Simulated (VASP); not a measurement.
# PIr (rocksalt type) in VASP: further runs, part 2 of 2

VASP 6.6.1. Earlier steps stand in the parts before.

## (3) Single point, PBE (xy shear strain of +1.5 %)

Contents of INCAR:

```
SYSTEM = PIr
PREC = Accurate ; ENCUT = 520
EDIFF = 1E-6 ; ISMEAR = -1
SIGMA = 0.05 ; LREAL = .False.
LASPH = .True. ; NELM = 60
ALGO = Normal ; ISIF = 2
LWAVE = .False. ; LCHARG = .False.
GGA = PE ; NBANDS = 14
```

Contents of KPOINTS:

```
regular mesh
0
Gamma
  13 13 13
  0 0 0
```

Contents of POSCAR:

```
PIr
1.0
    0.0184860220      2.4648029302      2.4648029302
    2.4648029302      0.0184860220      2.4648029302
    2.4832889521      2.4832889521      0.0000000000
Ir P
1 1
Direct
    0.0000000000      0.0000000000      0.0000000000
    0.5000000000      0.5000000000      0.5000000000
```

Potentials or basis: VASP PAW PBE potentials, release 64 (Ir, P).

On the command line:

```
$ cat potpaw_PBE.64/Ir/POTCAR potpaw_PBE.64/P/POTCAR > POTCAR
$ mpirun -np 1 vasp_std > vasp.out
```

OUTCAR:

```text
SYSTEM = PIr
   PREC = Accurate
   ENCUT = 520
   EDIFF = 1E-6
   ISMEAR = -1
   LREAL = .False.
   LASPH = .True.
   NELM = 60
   ISIF = 2
   GGA = PE

 ion  position               nearest neighbor table
   1  0.000  0.000  0.000-   2 2.46   2 2.46   2 2.46   2 2.46   2 2.46   2 2.46
   2  0.500  0.500  0.500-   1 2.46   1 2.46   1 2.46   1 2.46   1 2.46   1 2.46

  LATTYP: Found a body centered orthorhombic cell.
 ALAT       =     3.4596145494
 B/A-ratio  =     1.0151133501
 C/A-ratio  =     1.4249003147

  Lattice vectors:

 A1 = (   2.4648029301,   0.0184860219,  -2.4648029302)
 A2 = (  -2.4648029302,  -0.0184860220,  -2.4648029302)
 A3 = (   0.0184860220,   2.4648029302,   2.4648029302)

Analysis of symmetry for initial positions (statically):
=====================================================================
 Subroutine PRICEL returns:
 Original cell was already a primitive cell.

 Routine SETGRP: Setting up the symmetry group for a
 body centered orthorhombic supercell.

 Subroutine GETGRP returns: Found  8 space group operations
 (whereof  8 operations were pure point group operations)
 out of a pool of  8 trial point group operations.

The static configuration has the point symmetry D_2h.

Analysis of symmetry for dynamics (positions and initial velocities):
=====================================================================
 Subroutine PRICEL returns:
 Original cell was already a primitive cell.

 Routine SETGRP: Setting up the symmetry group for a
 body centered orthorhombic supercell.

 Subroutine GETGRP returns: Found  8 space group operations
 (whereof  8 operations were pure point group operations)
 out of a pool of  8 trial point group operations.

The dynamic configuration has the point symmetry D_2h.

 Subroutine INISYM returns: Found  8 space group operations
 (whereof  8 operations are pure point group operations),
 and found     1 'primitive' translations

----------------------------------------------------------------------------------------

                                     Primitive cell

  volume of cell :      29.9469

  direct lattice vectors                    reciprocal lattice vectors
     0.018486022  2.464802930  2.464802930    -0.204388891  0.204388891  0.202855974
     2.464802930  0.018486022  2.464802930     0.204388891 -0.204388891  0.202855974
     2.483288952  2.483288952  0.000000000     0.201345880  0.201345880 -0.202855974

  length of vectors
     3.485806751  3.485806751  3.511900915     0.353129132  0.353129132  0.349615322

  position of ions in fractional coordinates (direct lattice)
     0.000000000  0.000000000  0.000000000
     0.500000000  0.500000000  0.500000000

  ion indices of the primitive-cell ions
   primitive index   ion index
                 1           1
                 2           2

----------------------------------------------------------------------------------------

 KPOINTS: regular mesh

Automatic generation of k-mesh.
 Grid dimensions read from file:
 generate k-points for:   13   13   13

 Generating k-lattice:

  Cartesian coordinates                     Fractional coordinates (reciprocal lattice)
    -0.015722222  0.015722222  0.015604306     0.076923077 -0.000000000  0.000000000
     0.015722222 -0.015722222  0.015604306    -0.000000000  0.076923077  0.000000000
     0.015488145  0.015488145 -0.015604306    -0.000000000 -0.000000000  0.076923077

[... 40 lines left out ...]
   total plane-waves  NPLWV =  21952
   dimension x,y,z NGX =    28 NGY =   28 NGZ =   28
   dimension x,y,z NGXF=    56 NGYF=   56 NGZF=   56
   ions per type =               1   1
   NGX,Y,Z   is equivalent  to a cutoff of  13.35, 13.35, 13.25 a.u.
   NGXF,Y,Z  is equivalent  to a cutoff of  26.71, 26.71, 26.51 a.u.
 SYSTEM =  PIr
   PREC   = accura    normal or accurate (medium, high low for compatibility)
   ISTART =      0    job   : 0-new  1-cont  2-samecut
   ICHARG =      2    charge: 1-file 2-atom 10-const
   ISPIN  =      1    spin polarized calculation?
   LNONCOLLINEAR =      F non collinear calculations
   LSORBIT =      F    spin-orbit coupling
   LASPH  =      T    aspherical Exc in radial PAW
   ENCUT  =  520.0 eV  38.22 Ry    6.18 a.u.   6.48  6.48  6.53*2*pi/ulx,y,z
   NELM   =     60;   NELMIN=  2; NELMDL= -5     # of ELM steps
   EDIFF  = 0.1E-05   stopping-criterion for ELM
   LREAL  =      F    real-space projection
   EDIFFG = 0.1E-04   stopping-criterion for IOM
   NSW    =      0    number of steps for IOM
   IBRION =     -1    ionic relax: 0-MD 1-quasi-New 2-CG
   NFREE  =      0    steps in history (QN), initial steepest desc. (CG)
   ISIF   =      2    stress and relaxation
   ISYM   =      2    0-nonsym 1-usesym 2-fastsym
   POTIM  = 0.5000    time-step for ionic-motion
   TEBEG  =    0.0;   TEEND  =   0.0 temperature during run
   PSTRESS=    0.0 pullay stress
   NELECT =      14.0000    total number of electrons
   NUPDOWN=      -1.0000    fix difference up-down
   EMIN   =  10.00;   EMAX   =-10.00  energy-range for DOS
   EFERMI =   0.00;   METHOD = LEGACY
   ISMEAR =    -1;   SIGMA  =   0.05  broadening in eV -4-tet -1-fermi 0-gaus
   EFERMI_NEDOS =   21; number of points for ismear=-14 and -15
   IALGO  =     38    algorithm
   IMIX   =      4    mixing-type and parameters
     AMIX     =   0.40;   BMIX     =  1.00
     AMIX_MAG =   1.60;   BMIX_MAG =  1.00
  volume/ion in A,a.u.               =      14.97       101.05
  Fermi-wavevector in a.u.,A,eV,Ry     =   1.270574  2.401038 21.964694  1.614359
  Thomas-Fermi vector in A             =   2.403554
   LORBIT       =      0    0 simple, 1 ext, 2 COOP (PROOUT), +10 PAW based schemes
   GGA     = PE    functional components
   LHFCALC =     F    Hartree Fock is set to
   AEXX    =    0.0000 exact exchange contribution
   IVDW    =     0    specifies the selected vdW correction
   LEPSILON=     F    determine dielectric tensor
   LRPA    =     F    only Hartree local field effects (RPA)
 non-spin polarized calculation
  energy-cutoff  :      520.00
  volume of cell :       29.95
 maximum number of plane-waves:       837
 NGX is ok and might be reduce to    28
   NGX = 13   NGY = 13   NGZ = 13

 number of electron      14.0000002 magnetization

 Free energy of the ion-electron system (eV)
  ---------------------------------------------------
  ext. energy  EPLUGINS =         0.00000000
  ---------------------------------------------------
  free energy    TOTEN  =       -14.04139214 eV

  energy without entropy =      -14.02922992  energy(sigma->0) =      -14.03531103

 E-fermi :   8.9289     XC(G=0): -12.3407

 val. band max:        8.9285813898   @ k =   0.4615   0.3846   0.0769
 cond. band min:       8.9291615097   @ k =   0.4615   0.0769   0.3846
 fundamental gap:      0.0005801199
 Fermi energy:         8.9288803281

 k-point     1 :       0.0000    0.0000    0.0000
  band No.  band energies     occupation
      1      -5.0737      2.00000
      2       5.7630      2.00000
      3       5.8152      2.00000
      4       5.8776      2.00000
      5       5.9390      2.00000
      6       5.9403      2.00000
      7       9.0934      0.07182
      8       9.1700      0.01597
      9       9.2521      0.00311
     10      15.0207      0.00000
     11      19.1555      0.00000
     12      21.6342      0.00000
     13      21.6857      0.00000
     14      21.7571      0.00000
[... 377 lines left out ...]
      1      -2.3503      2.00000
      2       1.7641      2.00000
      3       3.6315      2.00000
      4       3.9255      2.00000
      5       7.1007      2.00000
      6       7.7032      2.00000
      7       8.4021      1.99995
      8      11.9346      0.00000
      9      12.8119      0.00000
     10      14.8615      0.00000
     11      16.1943      0.00000
     12      18.2085      0.00000
     13      20.0598      0.00000
     14      23.3866      0.00000

 [... further k-points ...]

------------------------ aborting loop because EDIFF is reached ----------------------------------------

  FORCE on cell =-STRESS in cart. coord.  units (eV):
  Direction    XX          YY          ZZ          XY          YZ          ZX
  --------------------------------------------------------------------------------------
  -------------------------------------------------------------------------------------
  Total        0.0723309      0.0723309      0.0808044     -0.0093812      0.0000000      0.0000000
  in kB        3.8697465      3.8697465      4.3230840     -0.5018989      0.0000000      0.0000000
  external PRESSURE =       4.0208590 kB  Pullay stress =       0.0000000 kB

 VOLUME and BASIS-vectors are now :
 -----------------------------------------------------------------------------
  energy-cutoff  :      520.00
  volume of cell :       29.95
      direct lattice vectors                 reciprocal lattice vectors
     0.018486022  2.464802930  2.464802930    -0.204388891  0.204388891  0.202855974
     2.464802930  0.018486022  2.464802930     0.204388891 -0.204388891  0.202855974
     2.483288952  2.483288952  0.000000000     0.201345880  0.201345880 -0.202855974

 POSITION                                       TOTAL-FORCE (eV/Angst)
 -----------------------------------------------------------------------------------
      0.00000      0.00000      0.00000        -0.000000     -0.000000      0.000000
      2.48329      2.48329      2.46480         0.000000      0.000000      0.000000
 -----------------------------------------------------------------------------------
    total drift:                               -0.000000      0.000000      0.000000

  FREE ENERGIE OF THE ION-ELECTRON SYSTEM (eV)
  ---------------------------------------------------
  free  energy   TOTEN  =       -14.0413921360 eV

  energy  without entropy=      -14.0292299190  energy(sigma->0) =      -14.03531103
```

OSZICAR:

```text
N       E                     dE             d eps       ncg     rms          rms(c)
DAV:   1     0.780099579971E+02    0.78010E+02   -0.62980E+03  9668   0.923E+02
DAV:   2    -0.109700966037E+02   -0.88980E+02   -0.77972E+02 10186   0.219E+02
DAV:   3    -0.144335353962E+02   -0.34634E+01   -0.33938E+01 12802   0.467E+01
DAV:   4    -0.144807261835E+02   -0.47191E-01   -0.47162E-01 10722   0.557E+00
DAV:   5    -0.144817120901E+02   -0.98591E-03   -0.98587E-03 12842   0.830E-01    0.149E+01
DAV:   6    -0.141057658546E+02    0.37595E+00   -0.20773E+00 12452   0.149E+01    0.622E+00
DAV:   7    -0.140528994770E+02    0.52866E-01   -0.23534E-01 12208   0.530E+00    0.423E+00
DAV:   8    -0.140416286121E+02    0.11271E-01   -0.32640E-02 11746   0.161E+00    0.391E-01
DAV:   9    -0.140414716642E+02    0.15695E-03   -0.88801E-04 11002   0.212E-01    0.309E-01
DAV:  10    -0.140414015316E+02    0.70133E-04   -0.52536E-04 11110   0.182E-01    0.452E-02
DAV:  11    -0.140413949135E+02    0.66180E-05   -0.55015E-05 12176   0.758E-02    0.234E-02
DAV:  12    -0.140413931990E+02    0.17146E-05   -0.26392E-06  8634   0.122E-02    0.989E-03
DAV:  13    -0.140413921958E+02    0.10032E-05   -0.71830E-07  5384   0.987E-03    0.269E-03
DAV:  14    -0.140413921360E+02    0.59744E-07   -0.68523E-08  5204   0.296E-03
   1 F= -.14041392E+02 E0= -.14035311E+02  d E =-.121622E-01
```

stdout:

```text
POSCAR found type information on POSCAR IrP
 POSCAR found :  2 types and       2 ions
 scaLAPACK will be used
 LDA part: xc-table for (Slater+PW92), standard interpolation
 POSCAR, INCAR and KPOINTS ok, starting setup
 FFT: planning ... GRIDC
 FFT: planning ... GRID_SOFT
 FFT: planning ... GRID
 WAVECAR not read
 entering main loop
```

Wall time 58 s (1 thread of Intel Xeon 6975P-C (Granite Rapids), shared host); peak memory 0.28 GiB.

What came out:

- Free energy: -14.0414 eV
- Pressure: 0.4 GPa
- Band gap on the k mesh: zero (bands 7 and 8 overlap by 1.43 eV)

Stress tensor (GPa, compression positive):
```
 0.39 -0.05  0.00
-0.05  0.39  0.00
 0.00  0.00  0.43
```

Caveat: the cell differs from its parent crystal (xy shear strain of +1.5 %); spin-orbit coupling is left out, which moves the levels of the heavy elements.

## (4) Single point, PBE (xy shear strain of +2 %)

Contents of INCAR:

```
  PREC = Accurate
  ENCUT = 520
  EDIFF = 1E-6
  ISMEAR = -1
  SIGMA = 0.05
  LREAL = False
  LASPH = True
  NELM = 60
  ALGO = Normal
  ISIF = 2
  LWAVE = False
  LCHARG = True
  GGA = PE
  LELF = True
  LVHAR = True
  NBANDS = 14
```

Contents of KPOINTS:

```
regular mesh
0
Gamma
  13 13 13
```

Contents of POSCAR:

```
PIr
1.0
    0.0246480293      2.4648029302      2.4648029302
    2.4648029302      0.0246480293      2.4648029302
    2.4894509595      2.4894509595      0.0000000000
Ir P
1 1
Direct
    0.0000000000      0.0000000000      0.0000000000
    0.5000000000      0.5000000000      0.5000000000
```

On the command line:

```
$ cat potpaw_PBE.64/Ir/POTCAR potpaw_PBE.64/P/POTCAR > POTCAR
$ mpirun -np 1 vasp_std > vasp.out
```

Wall time 63 s (1 thread of Intel Xeon 6975P-C (Granite Rapids), shared host); peak memory 0.28 GiB.

The run converged. Its results:

```yaml
Free_energy: -14.0413 eV
Pressure: 0.4 GPa
Band_gap_on_the_k_mesh: zero (bands 7 and 8 overlap by 1.43 eV)
```

Stress tensor (GPa, compression positive):
```
 0.37 -0.08  0.00
-0.08  0.37  0.00
 0.00  0.00  0.45
```

Levels at points of the mesh, in eV from the Fermi level:
```
           k point  band 5  band 6  band 7  band 8  band 9  band 10
(0.00, 0.00, 0.00)   -2.99   -2.99    0.14    0.24    0.35     6.09
```

Caveat: the cell differs from its parent crystal (xy shear strain of +2 %); spin-orbit coupling is left out, which moves the levels of the heavy elements.

## (5) The runs side by side

```csv
task,cell,cutoff (eV),gap on the mesh (eV),pressure (GPa)
relaxation of cell and atoms,"relaxed from a = 3.350 Å, angles 60.0°, 2 atoms",600,none,0.1
single point,"a = 3.486, b = 3.486, c = 3.512 Å, angles 59.8, 59.8, 59.5°, 2 atoms",520,none,0.4
single point,"a = 3.486, b = 3.486, c = 3.521 Å, angles 59.7, 59.7, 59.3°, 2 atoms",520,none,0.4
```

Alike in all rows: level PBE; potentials or basis VASP PAW PBE potentials, release 64 (Ir, P); no spin polarisation; k mesh 13 × 13 × 13; smearing fermi-dirac 0.05 eV.

Caveats: spin-orbit coupling is left out, which moves the levels of the heavy elements.

Total energies depend on the potentials used, so only differences within one code and one set of settings carry meaning.
